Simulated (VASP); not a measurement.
# Tc (P6_3/mmc) in VASP: notebook

Runs on Tc. Level: PBEsol. Tasks: single point.

Everything below comes from runs of VASP 6.6.1. Logs are shortened: lines on timing, memory, paths and dates and some standing lists are left out, and cuts for length are marked.

### Step 1. The cell of the first run

It takes space group P6_3/mmc (No. 194, hexagonal). The conventional cell has a = 2.687 Å, b = 2.687 Å, c = 4.299 Å, α = 90.00°, β = 90.00°, γ = 120.00°. Tc (site symmetry -6m2) has 12 Tc at 2.65 to 2.69 Å within 3.5 Å.

### Step 2. Single point, PBEsol (volume scaled by 0.960)

INCAR reads:

```
SYSTEM = Tc
ALGO = Fast
EDIFF = 1E-7
ENCUT = 520
GGA = PS
ISIF = 2
ISMEAR = 0
LASPH = .TRUE.
LCHARG = .FALSE.
LREAL = .FALSE.
LWAVE = .FALSE.
NBANDS = 20
NELM = 60
PREC = Accurate
SIGMA = 0.05
```

KPOINTS reads:

```
k-points
0
G
  18 18 10
  0 0 0
```

POSCAR reads:

```
Tc
1.0
    2.6865782508      0.0000000000      0.0000000000
   -1.3432891254      2.3266450144      0.0000000000
    0.0000000000      0.0000000000      4.2994972728
Tc
2
Direct
    0.3333333333      0.6666666667      0.2500000000
    0.6666666667      0.3333333333      0.7500000000
```

Potentials or basis: VASP PAW PBE potentials, release 64 (Tc_pv).

Started as:

```sh
> cat potpaw_PBE.64/Tc_pv/POTCAR > POTCAR
> mpirun -np 1 vasp_std > vasp.out
```

OUTCAR:

```text
SYSTEM = Tc
   EDIFF = 1E-7
   ENCUT = 520
   GGA = PS
   ISIF = 2
   ISMEAR = 0
   LASPH = .TRUE.
   LREAL = .FALSE.
   NELM = 60
   PREC = Accurate

 ion  position               nearest neighbor table
   1  0.333  0.667  0.250-   2 2.65   2 2.65   2 2.65   2 2.65   2 2.65   2 2.65
   2  0.667  0.333  0.750-   1 2.65   1 2.65   1 2.65   1 2.65   1 2.65   1 2.65

  LATTYP: Found a hexagonal cell.
 ALAT       =     2.6865782508
 C/A-ratio  =     1.6003618251

  Lattice vectors:

 A1 = (   2.6865782508,   0.0000000000,   0.0000000000)
 A2 = (  -1.3432891254,   2.3266450144,   0.0000000000)
 A3 = (   0.0000000000,   0.0000000000,   4.2994972728)

Analysis of symmetry for initial positions (statically):
=====================================================================
 Subroutine PRICEL returns:
 Original cell was already a primitive cell.

 Routine SETGRP: Setting up the symmetry group for a
 hexagonal supercell.

 Subroutine GETGRP returns: Found 24 space group operations
 (whereof 12 operations were pure point group operations)
 out of a pool of 24 trial point group operations.

The static configuration has the point symmetry D_3d.
 The point group associated with its full space group is D_6h.

Analysis of symmetry for dynamics (positions and initial velocities):
=====================================================================
 Subroutine PRICEL returns:
 Original cell was already a primitive cell.

 Routine SETGRP: Setting up the symmetry group for a
 hexagonal supercell.

 Subroutine GETGRP returns: Found 24 space group operations
 (whereof 12 operations were pure point group operations)
 out of a pool of 24 trial point group operations.

The dynamic configuration has the point symmetry D_3d.
 The point group associated with its full space group is D_6h.

 Subroutine INISYM returns: Found 24 space group operations
 (whereof 12 operations are pure point group operations),
 and found     1 'primitive' translations

----------------------------------------------------------------------------------------

                                     Primitive cell

  volume of cell :      26.8749

  direct lattice vectors                    reciprocal lattice vectors
     2.686578251  0.000000000  0.000000000     0.372220686  0.214901713  0.000000000
    -1.343289125  2.326645014  0.000000000     0.000000000  0.429803427  0.000000000
     0.000000000  0.000000000  4.299497273     0.000000000  0.000000000  0.232585332

  length of vectors
     2.686578251  2.686578251  4.299497273     0.429803427  0.429803427  0.232585332

  position of ions in fractional coordinates (direct lattice)
     0.333333333  0.666666667  0.250000000
     0.666666667  0.333333333  0.750000000

  ion indices of the primitive-cell ions
   primitive index   ion index
                 1           1
                 2           2

----------------------------------------------------------------------------------------

 KPOINTS: k-points

Automatic generation of k-mesh.
 Grid dimensions read from file:
 generate k-points for:   18   18   10

 Generating k-lattice:

  Cartesian coordinates                     Fractional coordinates (reciprocal lattice)
     0.020678927  0.011938984  0.000000000     0.055555556 -0.000000000  0.000000000
     0.000000000  0.023877968  0.000000000     0.000000000  0.055555556  0.000000000
     0.000000000  0.000000000  0.023258533     0.000000000  0.000000000  0.100000000

  Length of vectors
     0.023877968  0.023877968  0.023258533

  Shift w.r.t. Gamma in fractional coordinates (k-lattice)
     0.000000000  0.000000000  0.000000000

 Subroutine IBZKPT returns following result:
 ===========================================

 Found    222 irreducible k-points:

 Following reciprocal coordinates:
            Coordinates               Weight
  0.000000  0.000000  0.000000      1.000000
  0.055556  0.000000  0.000000      6.000000
  0.111111  0.000000  0.000000      6.000000
  0.166667  0.000000  0.000000      6.000000
  0.222222  0.000000  0.000000      6.000000
  0.277778  0.000000  0.000000      6.000000
[... 16 lines left out ...]
  0.333333  0.111111  0.000000     12.000000
  0.388889  0.111111  0.000000     12.000000
 [... further k-points ...]
   k-points           NKPTS =    222   k-points in BZ     NKDIM =    222   number of bands    NBANDS=     20
   number of dos      NEDOS =    301   number of ions     NIONS =      2
   total plane-waves  NPLWV =  12800
   dimension x,y,z NGX =    20 NGY =   20 NGZ =   32
   dimension x,y,z NGXF=    40 NGYF=   40 NGZF=   64
   ions per type =               2
   NGX,Y,Z   is equivalent  to a cutoff of  12.38, 12.38, 12.37 a.u.
   NGXF,Y,Z  is equivalent  to a cutoff of  24.75, 24.75, 24.75 a.u.
 SYSTEM =  Tc
   PREC   = accura    normal or accurate (medium, high low for compatibility)
   ISTART =      0    job   : 0-new  1-cont  2-samecut
   ICHARG =      2    charge: 1-file 2-atom 10-const
   ISPIN  =      1    spin polarized calculation?
   LNONCOLLINEAR =      F non collinear calculations
   LSORBIT =      F    spin-orbit coupling
   LASPH  =      T    aspherical Exc in radial PAW
   ENCUT  =  520.0 eV  38.22 Ry    6.18 a.u.   5.00  5.00  7.99*2*pi/ulx,y,z
   NELM   =     60;   NELMIN=  2; NELMDL= -5     # of ELM steps
   EDIFF  = 0.1E-06   stopping-criterion for ELM
   LREAL  =      F    real-space projection
   EDIFFG = 0.1E-05   stopping-criterion for IOM
   NSW    =      0    number of steps for IOM
   IBRION =     -1    ionic relax: 0-MD 1-quasi-New 2-CG
   NFREE  =      0    steps in history (QN), initial steepest desc. (CG)
   ISIF   =      2    stress and relaxation
   ISYM   =      2    0-nonsym 1-usesym 2-fastsym
   POTIM  = 0.5000    time-step for ionic-motion
   TEBEG  =    0.0;   TEEND  =   0.0 temperature during run
   PSTRESS=    0.0 pullay stress
   NELECT =      26.0000    total number of electrons
   NUPDOWN=      -1.0000    fix difference up-down
   EMIN   =  10.00;   EMAX   =-10.00  energy-range for DOS
   EFERMI =   0.00;   METHOD = LEGACY
   ISMEAR =     0;   SIGMA  =   0.05  broadening in eV -4-tet -1-fermi 0-gaus
   EFERMI_NEDOS =   21; number of points for ismear=-14 and -15
   IALGO  =     68    algorithm
   IMIX   =      4    mixing-type and parameters
     AMIX     =   0.40;   BMIX     =  1.00
     AMIX_MAG =   1.60;   BMIX_MAG =  1.00
  volume/ion in A,a.u.               =      13.44        90.68
  Fermi-wavevector in a.u.,A,eV,Ry     =   1.619137  3.059725 35.669083  2.621604
  Thomas-Fermi vector in A             =   2.713286
   LORBIT       =      0    0 simple, 1 ext, 2 COOP (PROOUT), +10 PAW based schemes
   GGA     = PS    functional components
   LHFCALC =     F    Hartree Fock is set to
   AEXX    =    0.0000 exact exchange contribution
   IVDW    =     0    specifies the selected vdW correction
   LEPSILON=     F    determine dielectric tensor
   LRPA    =     F    only Hartree local field effects (RPA)
 non-spin polarized calculation
 RMM-DIIS sequential band-by-band and
 Gauss-broadening in eV      SIGMA  =   0.05
  energy-cutoff  :      520.00
  volume of cell :       26.87
 maximum number of plane-waves:       744
 NGX is ok and might be reduce to    20
   NGX =  9   NGY =  9   NGZ = 15

 number of electron      26.0000010 magnetization

 Free energy of the ion-electron system (eV)
  ---------------------------------------------------
  ext. energy  EPLUGINS =         0.00000000
  ---------------------------------------------------
  free energy    TOTEN  =       -22.49085088 eV

  energy without entropy =      -22.48889822  energy(sigma->0) =      -22.48987455

 E-fermi :  13.5778     XC(G=0): -14.3144

 val. band max:       13.5728038278   @ k =   0.4444   0.0000   0.1000
 cond. band min:      13.5778727083   @ k =   0.3889   0.2222   0.3000
 fundamental gap:      0.0050688806
 Fermi energy:        13.5777633278

 k-point     1 :       0.0000    0.0000    0.0000
  band No.  band energies     occupation
      1     -25.9635      2.00000
      2     -24.5969      2.00000
      3     -24.5969      2.00000
      4     -24.3681      2.00000
      5     -24.3681      2.00000
      6     -24.3179      2.00000
[... 12 lines left out ...]
     19      25.5425      0.00000
     20      27.9202      0.00000

 k-point     2 :       0.0556    0.0000    0.0000
  band No.  band energies     occupation
      1     -25.9481      2.00000
      2     -24.6325      2.00000
      3     -24.6086      2.00000
      4     -24.4050      2.00000
      5     -24.3728      2.00000
      6     -24.3245      2.00000
[... 12 lines left out ...]
     19      25.5337      0.00000
     20      28.1847      0.00000

 k-point     3 :       0.1111    0.0000    0.0000
  band No.  band energies     occupation
      1     -25.9026      2.00000
      2     -24.7348      2.00000
      3     -24.6414      2.00000
      4     -24.5100      2.00000
      5     -24.3868      2.00000
      6     -24.3442      2.00000
[... 12 lines left out ...]
     19      25.4825      0.00000
     20      28.9101      0.00000

 k-point     4 :       0.1667    0.0000    0.0000
  band No.  band energies     occupation
      1     -25.8298      2.00000
      2     -24.8910      2.00000
      3     -24.6902      2.00000
      4     -24.6669      2.00000
      5     -24.4095      2.00000
      6     -24.3775      2.00000
[... 12 lines left out ...]
     19      25.3517      0.00000
     20      29.8050      0.00000

 k-point     5 :       0.2222    0.0000    0.0000
  band No.  band energies     occupation
      1     -25.7342      2.00000
      2     -25.0817      2.00000
      3     -24.8533      2.00000
      4     -24.7481      2.00000
      5     -24.4388      2.00000
      6     -24.4244      2.00000
[... 12 lines left out ...]
     19      25.1440      0.00000
     20      29.8532      0.00000
[... 353 lines left out ...]
      6     -24.5052      2.00000
[... 12 lines left out ...]
     19      24.9563      0.00000
     20      28.3242      0.00000

 k-point    22 :       0.2778    0.1111    0.0000
  band No.  band energies     occupation
      1     -25.4675      2.00000
      2     -25.4509      2.00000
      3     -25.2575      2.00000
      4     -24.8933      2.00000
      5     -24.5816      2.00000
      6     -24.5767      2.00000
[... 12 lines left out ...]
     19      25.0801      0.00000
     20      26.5405      0.00000

 k-point    23 :       0.3333    0.1111    0.0000
  band No.  band energies     occupation
      1     -25.5926      2.00000
      2     -25.3559      2.00000
      3     -25.3524      2.00000
      4     -24.9614      2.00000
      5     -24.6539      2.00000
      6     -24.6143      2.00000
[... 12 lines left out ...]
     19      25.5694      0.00000
     20      26.2381      0.00000

 k-point    24 :       0.3889    0.1111    0.0000
  band No.  band energies     occupation
      1     -25.6843      2.00000
      2     -25.4198      2.00000
      3     -25.2590      2.00000
      4     -25.0051      2.00000
      5     -24.7225      2.00000
      6     -24.6356      2.00000
[... 12 lines left out ...]
     19      25.8163      0.00000
     20      26.3642      0.00000

 [... further k-points ...]

------------------------ aborting loop because EDIFF is reached ----------------------------------------

  FORCE on cell =-STRESS in cart. coord.  units (eV):
  Direction    XX          YY          ZZ          XY          YZ          ZX
  --------------------------------------------------------------------------------------
  -------------------------------------------------------------------------------------
  Total        2.3392266      2.3392266      2.3172926      0.0000000      0.0000000     -0.0000000
  in kB      139.4554765    139.4554765    138.1478571      0.0000000      0.0000000     -0.0000000
  external PRESSURE =     139.0196034 kB  Pullay stress =       0.0000000 kB

 VOLUME and BASIS-vectors are now :
 -----------------------------------------------------------------------------
  energy-cutoff  :      520.00
  volume of cell :       26.87
      direct lattice vectors                 reciprocal lattice vectors
     2.686578251  0.000000000  0.000000000     0.372220686  0.214901713  0.000000000
    -1.343289125  2.326645014  0.000000000     0.000000000  0.429803427  0.000000000
     0.000000000  0.000000000  4.299497273     0.000000000  0.000000000  0.232585332

 POSITION                                       TOTAL-FORCE (eV/Angst)
 -----------------------------------------------------------------------------------
     -0.00000      1.55110      1.07487         0.000000      0.000000      0.000000
      1.34329      0.77555      3.22462        -0.000000     -0.000000      0.000000
 -----------------------------------------------------------------------------------
    total drift:                               -0.000000      0.000000     -0.000000

  FREE ENERGIE OF THE ION-ELECTRON SYSTEM (eV)
  ---------------------------------------------------
  free  energy   TOTEN  =       -22.4908508751 eV

  energy  without entropy=      -22.4888982238  energy(sigma->0) =      -22.48987455
```

It took 39 s on 1 thread of Intel Xeon 6975P-C (Granite Rapids), shared host; peak memory 0.2 GiB.

Results:

```yaml
Free_energy: -22.4909 eV
Pressure: 13.9 GPa
Band_gap_on_the_k_mesh: zero (band 13 reaches 15.50 eV, above the bottom of band 14 at 11.75 eV)
```

Stress tensor (GPa, compression positive):
```
13.95  0.00  0.00
 0.00 13.95  0.00
 0.00  0.00 13.81
```

Caveat: the PAW data sets were made with another functional, which shifts forces and pressure a little.

### Step 3. Single point, PBEsol (volume scaled by 0.980)

INCAR reads:

```
SYSTEM = Tc
  ALGO = Fast
  EDIFF = 1E-6
  ENCUT = 520
  GGA = PS
  ISIF = 2
  ISMEAR = 0
  LASPH = .TRUE.
  LCHARG = .FALSE.
  LREAL = .FALSE.
  LWAVE = .FALSE.
  NBANDS = 20
  NELM = 100
  PREC = Accurate
  SIGMA = 0.05
```

KPOINTS is that of step 2.

POSCAR reads:

```
Tc
1.0
    2.7059311079      0.0000000000      0.0000000000
   -1.3529655539      2.3434050803      0.0000000000
    0.0000000000      0.0000000000      4.3265132575
Tc
2
Direct
    0.3333333333      0.6666666667      0.2500000000
    0.6666666667      0.3333333333      0.7500000000
```

Potentials or basis: VASP PAW PBE potentials, release 64 (Tc_pv).

Started as:

```sh
> cat potpaw_PBE.64/Tc_pv/POTCAR > POTCAR
> mpirun -np 1 vasp_std > vasp.out
```

Run time: 34 s. Hardware: 1 thread of Intel Xeon 6975P-C (Granite Rapids), shared host; peak memory 0.21 GiB.

Results (log left out):

```
Free energy            : -22.5265 eV
Pressure               : 6.2 GPa
Band gap on the k mesh : zero (band 13 reaches 15.08 eV, above the bottom of band 14 at 11.43 eV)
```

Stress tensor (GPa, compression positive):
```
6.20 0.00 0.00
0.00 6.20 0.00
0.00 0.00 6.31
```

Levels at points of the mesh, in eV from the Fermi level:
| k point | band 10 | band 11 | band 12 | band 13 | band 14 | band 15 | band 16 | band 17 |
| --- | --- | --- | --- | --- | --- | --- | --- | --- |
| (0.00, 0.00, 0.00) | -1.63 | -1.51 | -0.85 | -0.85 | -0.13 | -0.13 | 1.84 | 2.74 |
| (0.50, 0.00, 0.00) | -2.02 | -1.14 | -0.91 | -0.46 | 3.16 | 3.62 | 3.63 | 5.68 |
| (0.00, 0.00, 0.50) | -1.92 | -1.77 | -1.77 | -1.77 | -1.77 | 2.03 | 2.03 | 2.03 |
| (0.50, 0.00, 0.50) | -3.88 | 0.16 | 0.16 | 1.55 | 1.55 | 3.44 | 3.44 | 4.66 |

Caveat: the PAW data sets were made with another functional, which shifts forces and pressure a little.
